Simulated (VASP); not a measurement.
# LiH (zincblende type) (F-43m) in VASP: further runs, part 2 of 2

VASP 6.6.1.

## Step 5: Single point, PBE

INCAR

```
SYSTEM = LiH
PREC     = Accurate       ! precision mode
ENCUT    = 520            ! plane-wave cutoff, eV
EDIFF    = 1E-6           ! SCF threshold, eV
ISMEAR   = -1             ! smearing method
SIGMA    = 0.05           ! smearing width, eV
LREAL    = .False.        ! projectors in reciprocal space
LASPH    = .True.         ! aspherical terms in the spheres
NELM     = 80             ! most SCF steps
ALGO     = Normal         ! electronic algorithm
ISIF     = 2              ! what is computed and relaxed
LWAVE    = .False.        ! write WAVECAR
LCHARG   = .False.        ! write CHGCAR
GGA      = PE             ! functional
NBANDS   = 9              ! bands
```

KPOINTS

```
regular mesh
0
Gamma
  13 13 13
  0 0 0
```

POSCAR

```
LiH
1.0
    0.0000000000      2.1448522242      2.1448522242
    2.1448522242      0.0000000000      2.1448522242
    2.1448522242      2.1448522242      0.0000000000
Li H
1 1
Direct
    0.0000000000      0.0000000000      0.0000000000
    0.2500000000      0.2500000000      0.2500000000
```

Potentials or basis: VASP PAW PBE potentials, release 64 (Li_sv, H).

Command:

```
$ cat potpaw_PBE.64/Li_sv/POTCAR potpaw_PBE.64/H/POTCAR > POTCAR
$ mpirun -np 1 vasp_std > vasp.out
```

OUTCAR:

```text
SYSTEM = LiH
   PREC = Accurate
   ENCUT = 520
   EDIFF = 1E-6
   ISMEAR = -1
   LREAL = .False.
   LASPH = .True.
   NELM = 80
   ISIF = 2
   GGA = PE

 ion  position               nearest neighbor table
   1  0.000  0.000  0.000-
   2  0.250  0.250  0.250-

  LATTYP: Found a face centered cubic cell.
 ALAT       =     4.2897044484

  Lattice vectors:

 A1 = (   0.0000000000,   2.1448522242,   2.1448522242)
 A2 = (   2.1448522242,   0.0000000000,   2.1448522242)
 A3 = (   2.1448522242,   2.1448522242,   0.0000000000)

Analysis of symmetry for initial positions (statically):
=====================================================================
 Subroutine PRICEL returns:
 Original cell was already a primitive cell.

 Routine SETGRP: Setting up the symmetry group for a
 face centered cubic supercell.

 Subroutine GETGRP returns: Found 24 space group operations
 (whereof 24 operations were pure point group operations)
 out of a pool of 48 trial point group operations.

The static configuration has the point symmetry T_d .

Analysis of symmetry for dynamics (positions and initial velocities):
=====================================================================
 Subroutine PRICEL returns:
 Original cell was already a primitive cell.

 Routine SETGRP: Setting up the symmetry group for a
 face centered cubic supercell.

 Subroutine GETGRP returns: Found 24 space group operations
 (whereof 24 operations were pure point group operations)
 out of a pool of 48 trial point group operations.

The dynamic configuration has the point symmetry T_d .

 Subroutine INISYM returns: Found 24 space group operations
 (whereof 24 operations are pure point group operations),
 and found     1 'primitive' translations

----------------------------------------------------------------------------------------

                                     Primitive cell

  volume of cell :      19.7343

  direct lattice vectors                    reciprocal lattice vectors
     0.000000000  2.144852224  2.144852224    -0.233116293  0.233116293  0.233116293
     2.144852224  0.000000000  2.144852224     0.233116293 -0.233116293  0.233116293
     2.144852224  2.144852224  0.000000000     0.233116293  0.233116293 -0.233116293

  length of vectors
     3.033279105  3.033279105  3.033279105     0.403769264  0.403769264  0.403769264

  position of ions in fractional coordinates (direct lattice)
     0.000000000  0.000000000  0.000000000
     0.250000000  0.250000000  0.250000000

  ion indices of the primitive-cell ions
   primitive index   ion index
                 1           1
                 2           2

----------------------------------------------------------------------------------------

 KPOINTS: regular mesh

Automatic generation of k-mesh.
 Grid dimensions read from file:
 generate k-points for:   13   13   13

 Generating k-lattice:

  Cartesian coordinates                     Fractional coordinates (reciprocal lattice)
    -0.017932023  0.017932023  0.017932023     0.076923077  0.000000000  0.000000000
     0.017932023 -0.017932023  0.017932023     0.000000000  0.076923077  0.000000000
     0.017932023  0.017932023 -0.017932023     0.000000000  0.000000000  0.076923077

  Length of vectors
     0.031059174  0.031059174  0.031059174

  Shift w.r.t. Gamma in fractional coordinates (k-lattice)
     0.000000000  0.000000000  0.000000000

 Subroutine IBZKPT returns following result:
 ===========================================

 Found     84 irreducible k-points:

 Following reciprocal coordinates:
            Coordinates               Weight
  0.000000  0.000000  0.000000      1.000000
  0.076923  0.000000  0.000000      8.000000
  0.153846  0.000000  0.000000      8.000000
  0.230769  0.000000  0.000000      8.000000
  0.307692  0.000000  0.000000      8.000000
  0.384615  0.000000  0.000000      8.000000
[... 16 lines left out ...]
  0.384615  0.153846  0.000000     24.000000
  0.461538  0.153846  0.000000     24.000000
 [... further k-points ...]
   k-points           NKPTS =     84   k-points in BZ     NKDIM =     84   number of bands    NBANDS=      9
   number of dos      NEDOS =    301   number of ions     NIONS =      2
   total plane-waves  NPLWV =  13824
   dimension x,y,z NGX =    24 NGY =   24 NGZ =   24
   dimension x,y,z NGXF=    48 NGYF=   48 NGZF=   48
   ions per type =               1   1
   NGX,Y,Z   is equivalent  to a cutoff of  13.15, 13.15, 13.15 a.u.
   NGXF,Y,Z  is equivalent  to a cutoff of  26.31, 26.31, 26.31 a.u.
 SYSTEM =  LiH
   PREC   = accura    normal or accurate (medium, high low for compatibility)
   ISTART =      0    job   : 0-new  1-cont  2-samecut
   ICHARG =      2    charge: 1-file 2-atom 10-const
   ISPIN  =      1    spin polarized calculation?
   LNONCOLLINEAR =      F non collinear calculations
   LSORBIT =      F    spin-orbit coupling
   LASPH  =      T    aspherical Exc in radial PAW
   ENCUT  =  520.0 eV  38.22 Ry    6.18 a.u.   5.64  5.64  5.64*2*pi/ulx,y,z
   NELM   =     80;   NELMIN=  2; NELMDL= -5     # of ELM steps
   EDIFF  = 0.1E-05   stopping-criterion for ELM
   LREAL  =      F    real-space projection
   EDIFFG = 0.1E-04   stopping-criterion for IOM
   NSW    =      0    number of steps for IOM
   IBRION =     -1    ionic relax: 0-MD 1-quasi-New 2-CG
   NFREE  =      0    steps in history (QN), initial steepest desc. (CG)
   ISIF   =      2    stress and relaxation
   ISYM   =      2    0-nonsym 1-usesym 2-fastsym
   POTIM  = 0.5000    time-step for ionic-motion
   TEBEG  =    0.0;   TEEND  =   0.0 temperature during run
   PSTRESS=    0.0 pullay stress
   NELECT =       4.0000    total number of electrons
   NUPDOWN=      -1.0000    fix difference up-down
   EMIN   =  10.00;   EMAX   =-10.00  energy-range for DOS
   EFERMI =   0.00;   METHOD = LEGACY
   ISMEAR =    -1;   SIGMA  =   0.05  broadening in eV -4-tet -1-fermi 0-gaus
   EFERMI_NEDOS =   21; number of points for ismear=-14 and -15
   IALGO  =     38    algorithm
   IMIX   =      4    mixing-type and parameters
     AMIX     =   0.40;   BMIX     =  1.00
     AMIX_MAG =   1.60;   BMIX_MAG =  1.00
  volume/ion in A,a.u.               =       9.87        66.59
  Fermi-wavevector in a.u.,A,eV,Ry     =   0.961658  1.817271 12.582487  0.924787
  Thomas-Fermi vector in A             =   2.091049
   LORBIT       =      0    0 simple, 1 ext, 2 COOP (PROOUT), +10 PAW based schemes
   GGA     = PE    functional components
   LHFCALC =     F    Hartree Fock is set to
   AEXX    =    0.0000 exact exchange contribution
   IVDW    =     0    specifies the selected vdW correction
   LEPSILON=     F    determine dielectric tensor
   LRPA    =     F    only Hartree local field effects (RPA)
 non-spin polarized calculation
  energy-cutoff  :      520.00
  volume of cell :       19.73
 maximum number of plane-waves:       542
   NGX = 11   NGY = 11   NGZ = 11

 number of electron       3.9999993 magnetization

 Free energy of the ion-electron system (eV)
  ---------------------------------------------------
  ext. energy  EPLUGINS =         0.00000000
  ---------------------------------------------------
  free energy    TOTEN  =        -6.03062788 eV

  energy without entropy =       -6.03062788  energy(sigma->0) =       -6.03062788

 E-fermi :  -0.5207     XC(G=0):  -7.6950

 val. band max:       -1.6982948488   @ k =  -0.3077   0.4615   0.2308
 cond. band min:       2.6339234184   @ k =  -0.4615   0.0769   0.0000
 fundamental gap:      4.3322182672
 Fermi energy:        -0.5206532054

 k-point     1 :       0.0000    0.0000    0.0000
  band No.  band energies     occupation
      1     -45.0080      2.00000
      2      -5.3499      2.00000
      3      11.4169      0.00000
      4      15.6178      0.00000
      5      15.6179      0.00000
      6      15.6179      0.00000
      7      18.1854      0.00000
      8      18.1854      0.00000
      9      18.1854      0.00000

 k-point     2 :       0.0769    0.0000    0.0000
  band No.  band energies     occupation
      1     -45.0067      2.00000
      2      -5.2569      2.00000
      3      10.8730      0.00000
      4      14.6286      0.00000
      5      15.2506      0.00000
      6      15.2506      0.00000
      7      18.7158      0.00000
      8      18.7158      0.00000
      9      19.9647      0.00000
[... 253 lines left out ...]
 k-point    24 :       0.4615    0.1538    0.0000
  band No.  band energies     occupation
      1     -44.9848      2.00000
      2      -2.8149      2.00000
      3       3.5101      0.00000
      4      11.0454      0.00000
      5      11.5768      0.00000
      6      13.8938      0.00000
      7      18.7200      0.00000
      8      20.5058      0.00000
      9      22.6971      0.00000

 [... further k-points ...]
[... 5 lines left out ...]
  --------------------------------------------------------------------------------------
  -------------------------------------------------------------------------------------
  Total       -0.0241116     -0.0241116     -0.0241116     -0.0000000     -0.0000000      0.0000000
  in kB       -1.9575546     -1.9575546     -1.9575546     -0.0000000     -0.0000000      0.0000000
  external PRESSURE =      -1.9575546 kB  Pullay stress =       0.0000000 kB

 VOLUME and BASIS-vectors are now :
 -----------------------------------------------------------------------------
  energy-cutoff  :      520.00
  volume of cell :       19.73
      direct lattice vectors                 reciprocal lattice vectors
     0.000000000  2.144852224  2.144852224    -0.233116293  0.233116293  0.233116293
     2.144852224  0.000000000  2.144852224     0.233116293 -0.233116293  0.233116293
     2.144852224  2.144852224  0.000000000     0.233116293  0.233116293 -0.233116293

 POSITION                                       TOTAL-FORCE (eV/Angst)
 -----------------------------------------------------------------------------------
      0.00000      0.00000      0.00000         0.000000      0.000000      0.000000
      1.07243      1.07243      1.07243        -0.000000     -0.000000     -0.000000
 -----------------------------------------------------------------------------------
    total drift:                               -0.000000     -0.000000     -0.000000

  FREE ENERGIE OF THE ION-ELECTRON SYSTEM (eV)
  ---------------------------------------------------
  free  energy   TOTEN  =        -6.0306278773 eV

  energy  without entropy=       -6.0306278773  energy(sigma->0) =       -6.03062788
```

Run time: 6 s. Hardware: 1 thread of Intel Xeon Platinum 8488C (Sapphire Rapids), shared host; peak memory 0.14 GiB.

What came out:

```
Free energy            : -6.0306 eV
Band gap on the k mesh : 4.33 eV, indirect (least direct gap 5.29 eV)
```

Caveat: the cutoff is under 1.25 times the usual one of these potentials, so pressure, stress and relaxed cells hold a basis-set (Pulay) error. A k mesh can miss the band edges.

## Step 6: Single point, PBE

INCAR

```
SYSTEM = LiH
PREC = Accurate ; ENCUT = 520
EDIFF = 1E-6 ; ISMEAR = -1
SIGMA = 0.05 ; LREAL = .False.
LASPH = .True. ; NELM = 60
ALGO = Normal ; ISIF = 2
LWAVE = .False. ; LCHARG = .False.
GGA = PE ; NBANDS = 9
```

KPOINTS

```
Automatic mesh
0
Gamma
  18 18 18
  0 0 0
```

POSCAR is that of step 5.

Potentials or basis: VASP PAW PBE potentials, release 64 (Li_sv, H).

Command:

```
$ cat potpaw_PBE.64/Li_sv/POTCAR potpaw_PBE.64/H/POTCAR > POTCAR
$ mpirun -np 1 vasp_std > vasp.out
```

Run time: 12 s. Hardware: 1 thread of Intel Xeon Platinum 8488C (Sapphire Rapids), shared host; peak memory 0.15 GiB.

It converged, with:

```yaml
Free_energy: -6.0306 eV
Band_gap_on_the_k_mesh: 4.21 eV, indirect (least direct gap 5.27 eV)
```

Levels at points of the mesh, in eV from the valence-band top:
```csv
k point,band 1,band 2,band 3,band 4,band 5,band 6,band 7
"(0.00, 0.00, 0.00)",-43.35,-3.69,13.08,17.28,17.28,17.28,19.84
"(0.50, 0.00, 0.00)",-43.33,-1.06,4.21,15.06,15.06,16.06,18.98
"(0.50, 0.50, 0.00)",-43.32,-0.34,7.19,9.96,10.74,10.74,18.37
```

Caveat: the cutoff is under 1.25 times the usual one of these potentials, so pressure, stress and relaxed cells hold a basis-set (Pulay) error.

## Step 7: Overview

```csv
k mesh,gap on the mesh (eV)
4 × 4 × 4,4.20
6 × 6 × 6,4.30
10 × 10 × 10,4.24
13 × 13 × 13,4.33
18 × 18 × 18,4.21
```

Alike in all rows: task single point; level PBE; potentials or basis VASP PAW PBE potentials, release 64 (Li_sv, H); no spin polarisation; cell a = 3.033 Å, angles 60.0°, 2 atoms; cutoff (eV) 520; smearing fermi-dirac 0.05 eV.

Caveats: some runs use coarse meshes; the cutoff is under 1.25 times the usual one of these potentials, so pressure, stress and relaxed cells hold a basis-set (Pulay) error.

Total energies depend on the potentials used, so only differences within one code and one set of settings carry meaning.
